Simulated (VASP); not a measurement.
# GaMo2 (P4_2/mnm) in VASP: single point with r2SCAN

Aim: the single point of GaMo2 with r2SCAN.

Program: VASP 6.6.1. These are calculated values, not measurements. Logs are shortened: lines on timing, memory, paths and dates and some standing lists are left out, and cuts for length are marked.

## (1) The cell of the first run

It takes space group P4_2/mnm (No. 136, tetragonal). Conventional cell: a = 5.040 Å, b = 5.040 Å, c = 3.391 Å, α = 90.00°, β = 90.00°, γ = 90.00°. Within 2.9 Å of Mo (site symmetry m2m) lie 3 Ga at 2.18 to 2.19 Å and 1 Mo at 2.77 Å. Ga (site symmetry mmm) has 6 Mo at 2.18 to 2.19 Å within 2.9 Å.

## (2) Single point, r2SCAN

POSCAR reads:

```
GaMo2
1.0
    5.0400354700      0.0000000000      0.0000000000
    0.0000000000      5.0400354700      0.0000000000
    0.0000000000      0.0000000000      3.3911059300
Mo Ga
4 2
Direct
    0.3057000000      0.3057000000      0.0000000000
    0.1943000000      0.8057000000      0.5000000000
    0.6943000000      0.6943000000      0.0000000000
    0.8057000000      0.1943000000      0.5000000000
    0.0000000000      0.0000000000      0.0000000000
    0.5000000000      0.5000000000      0.5000000000
```

INCAR.step1 reads:

```
PREC = Accurate ; ENCUT = 520
ISMEAR = -5 ; SIGMA = 0.1
LREAL = False ; LASPH = True
NELM = 100 ; LMAXMIX = 4
NBANDS = 50 ; GGA = PE
ALGO = Normal ; EDIFF = 1E-4
LWAVE = True ; LCHARG = False
```

INCAR.step2 reads:

```
PREC = Accurate ; ENCUT = 520
EDIFF = 1E-7 ; ISMEAR = -1
SIGMA = 0.1 ; LREAL = False
LASPH = True ; NELM = 100
ALGO = Normal ; ISIF = 2
LWAVE = False ; LCHARG = False
LMAXMIX = 4 ; METAGGA = R2SCAN
LMIXTAU = True ; LORBIT = 11
NBANDS = 50 ; ISTART = 1
```

KPOINTS reads:

```
regular mesh
0
Gamma
  7 7 10
```

Potentials or basis: VASP PAW PBE potentials, release 64 (Mo_sv, Ga_d).

The run is started by

```console
$ cat potpaw_PBE.64/Mo_sv/POTCAR potpaw_PBE.64/Ga_d/POTCAR > POTCAR
$ cp INCAR.step1 INCAR
$ mpirun -np 1 vasp_std > vasp.out
$ cp INCAR.step2 INCAR
$ mpirun -np 1 vasp_std > vasp.out
```

OUTCAR:

```text
PREC = Accurate
   ENCUT = 520
   EDIFF = 1E-7
   ISMEAR = -1
   LREAL = False
   LASPH = True
   NELM = 100
   ISIF = 2
   METAGGA = R2SCAN
   LORBIT = 11
   ISTART = 1

 ion  position               nearest neighbor table
   1  0.306  0.306  0.000-   5 2.18   6 2.19   6 2.19   3 2.77   4 3.09   2 3.09   4 3.09   2 3.09
                             2 3.09   2 3.09   4 3.09   4 3.09
   2  0.194  0.806  0.500-   6 2.18   5 2.19   5 2.19   4 2.77   1 3.09   1 3.09   3 3.09   3 3.09
                             1 3.09   1 3.09   3 3.09   3 3.09
   3  0.694  0.694  0.000-   5 2.18   6 2.19   6 2.19   1 2.77   4 3.09   2 3.09   4 3.09   2 3.09
                             4 3.09   4 3.09   2 3.09   2 3.09
   4  0.806  0.194  0.500-   6 2.18   5 2.19   5 2.19   2 2.77   3 3.09   1 3.09   3 3.09   1 3.09
                             3 3.09   3 3.09   1 3.09   1 3.09
   5  0.000  0.000  0.000-   1 2.18   3 2.18   2 2.19   4 2.19   2 2.19   4 2.19
   6  0.500  0.500  0.500-   2 2.18   4 2.18   3 2.19   1 2.19   1 2.19   3 2.19

  LATTYP: Found a simple tetragonal cell.
 ALAT       =     5.0400354700
 C/A-ratio  =     0.6728337430

  Lattice vectors:

 A1 = (   5.0400354700,   0.0000000000,   0.0000000000)
 A2 = (   0.0000000000,   5.0400354700,   0.0000000000)
 A3 = (   0.0000000000,   0.0000000000,   3.3911059300)

Analysis of symmetry for initial positions (statically):
=====================================================================
 Subroutine PRICEL returns:
 Original cell was already a primitive cell.

 Routine SETGRP: Setting up the symmetry group for a
 simple tetragonal supercell.

 Subroutine GETGRP returns: Found 16 space group operations
 (whereof  8 operations were pure point group operations)
 out of a pool of 16 trial point group operations.

The static configuration has the point symmetry D_2h.
 The point group associated with its full space group is D_4h.

Analysis of symmetry for dynamics (positions and initial velocities):
=====================================================================
 Subroutine PRICEL returns:
 Original cell was already a primitive cell.

 Routine SETGRP: Setting up the symmetry group for a
 simple tetragonal supercell.

 Subroutine GETGRP returns: Found 16 space group operations
 (whereof  8 operations were pure point group operations)
 out of a pool of 16 trial point group operations.

The dynamic configuration has the point symmetry D_2h.
 The point group associated with its full space group is D_4h.

[... 119 lines left out ...]
   EMIN   =  10.00;   EMAX   =-10.00  energy-range for DOS
   EFERMI =   0.00;   METHOD = LEGACY
   ISMEAR =    -1;   SIGMA  =   0.10  broadening in eV -4-tet -1-fermi 0-gaus
   EFERMI_NEDOS =   21; number of points for ismear=-14 and -15
   IALGO  =     38    algorithm
   IMIX   =      4    mixing-type and parameters
     AMIX     =   0.40;   BMIX     =  1.00
     AMIX_MAG =   1.60;   BMIX_MAG =  1.00
  volume/ion in A,a.u.               =      14.36        96.88
  Fermi-wavevector in a.u.,A,eV,Ry     =   1.610435  3.043281 35.286733  2.593502
  Thomas-Fermi vector in A             =   2.705986
   LORBIT       =     11    0 simple, 1 ext, 2 COOP (PROOUT), +10 PAW based schemes
   METAGGA = R2SCAN    functional components
   LHFCALC =     F    Hartree Fock is set to
   AEXX    =    0.0000 exact exchange contribution
   IVDW    =     0    specifies the selected vdW correction
   LEPSILON=     F    determine dielectric tensor
   LRPA    =     F    only Hartree local field effects (RPA)
 non-spin polarized calculation
  energy-cutoff  :      520.00
  volume of cell :       86.14
 maximum number of plane-waves:      2349
 NGX is ok and might be reduce to    40
   NGX = 19   NGY = 19   NGZ = 13

 number of electron      82.0000009 magnetization

 Free energy of the ion-electron system (eV)
  ---------------------------------------------------
  ext. energy  EPLUGINS =         0.00000000
  ---------------------------------------------------
  free energy    TOTEN  =      -113.33438974 eV

  energy without entropy =     -113.18893369  energy(sigma->0) =     -113.26166171

 E-fermi :  11.5656     XC(G=0): -14.4889

 val. band max:       11.5599572581   @ k =   0.2857   0.2857   0.3000
 cond. band min:      11.5686273664   @ k =   0.4286   0.1429   0.0000
 fundamental gap:      0.0086701082
 Fermi energy:        11.5655581690

 k-point     1 :       0.0000    0.0000    0.0000
  band No.  band energies     occupation
      1     -51.4627      2.00000
      2     -51.3328      2.00000
      3     -51.3328      2.00000
      4     -51.3321      2.00000
      5     -25.6589      2.00000
      6     -25.1151      2.00000
[... 1261 lines left out ...]
     49      15.4698      0.00000
     50      16.1579      0.00000

 [... further k-points ...]

------------------------ aborting loop because EDIFF is reached ----------------------------------------

  FORCE on cell =-STRESS in cart. coord.  units (eV):
  Direction    XX          YY          ZZ          XY          YZ          ZX
  --------------------------------------------------------------------------------------
  -------------------------------------------------------------------------------------
  Total       38.7989329     38.7989329     46.4755207      0.0000000      0.0000000      0.0000000
  in kB      721.6420334    721.6420334    864.4229823      0.0000000      0.0000000      0.0000000
  external PRESSURE =     769.2356831 kB  Pullay stress =       0.0000000 kB

 VOLUME and BASIS-vectors are now :
 -----------------------------------------------------------------------------
  energy-cutoff  :      520.00
  volume of cell :       86.14
      direct lattice vectors                 reciprocal lattice vectors
     5.040035470  0.000000000  0.000000000     0.198411302  0.000000000  0.000000000
     0.000000000  5.040035470  0.000000000     0.000000000  0.198411302  0.000000000
     0.000000000  0.000000000  3.391105930     0.000000000  0.000000000  0.294889048

 POSITION                                       TOTAL-FORCE (eV/Angst)
 -----------------------------------------------------------------------------------
      1.54074      1.54074      0.00000        -1.654913     -1.654913      0.000000
      0.97928      4.06076      1.69555         1.654913     -1.654913      0.000000
      3.49930      3.49930      0.00000         1.654913      1.654913      0.000000
      4.06076      0.97928      1.69555        -1.654913      1.654913      0.000000
      0.00000      0.00000      0.00000        -0.000000      0.000000      0.000000
      2.52002      2.52002      1.69555        -0.000000      0.000000      0.000000
 -----------------------------------------------------------------------------------
    total drift:                                0.000000     -0.000000     -0.000000

  FREE ENERGIE OF THE ION-ELECTRON SYSTEM (eV)
  ---------------------------------------------------
  free  energy   TOTEN  =      -113.3343897417 eV

  energy  without entropy=     -113.1889336851  energy(sigma->0) =     -113.26166171

 total charge

# of ion       s       p       d       tot
------------------------------------------
    1        2.335   6.220   4.181  12.736
    2        2.335   6.220   4.181  12.736
    3        2.335   6.220   4.181  12.736
    4        2.335   6.220   4.181  12.736
    5        1.165   1.571  10.269  13.005
    6        1.165   1.571  10.269  13.005
--------------------------------------------------
tot         11.670  28.023  37.261  76.953
```

Run time: 12 min. Hardware: 1 thread of Intel Xeon Platinum 8259CL at 2.50GHz (Skylake/Cascade Lake), shared host; peak memory 0.34 GiB.

Results:

```
Free energy                                           : -113.3344 eV
Pressure                                              : 76.9 GPa
Largest force                                         : 2.340 eV/Å
Band gap on the k mesh                                : zero (bands 41 and 42 overlap by 1.95 eV)
Valence electrons inside the program's atomic spheres : Mo 12.74; Ga 13.01
```

Forces on the atoms (eV/Å):
```
Mo  -1.655 -1.655  0.000
Mo   1.655 -1.655  0.000
Mo   1.655  1.655  0.000
Mo  -1.655  1.655  0.000
Ga   0.000  0.000  0.000
Ga   0.000  0.000  0.000
```

Stress tensor (GPa, compression positive):
```
72.16  0.00  0.00
 0.00 72.16  0.00
 0.00  0.00 86.44
```

Levels at points of the mesh, in eV from the Fermi level:
```csv
k point,band 37,band 38,band 39,band 40,band 41,band 42,band 43,band 44,band 45,band 46
"(0.00, 0.00, 0.00)",-1.15,-1.15,-0.92,-0.77,-0.69,-0.42,-0.26,0.36,0.36,2.23
"(0.00, 0.00, 0.50)",-2.30,-2.30,-1.87,-1.87,1.10,1.10,1.11,1.11,1.33,1.33
```

Caveat: the stress differs along the axes, from 72 to 86 GPa; the PAW data sets were made with another functional, which shifts forces and pressure a little.
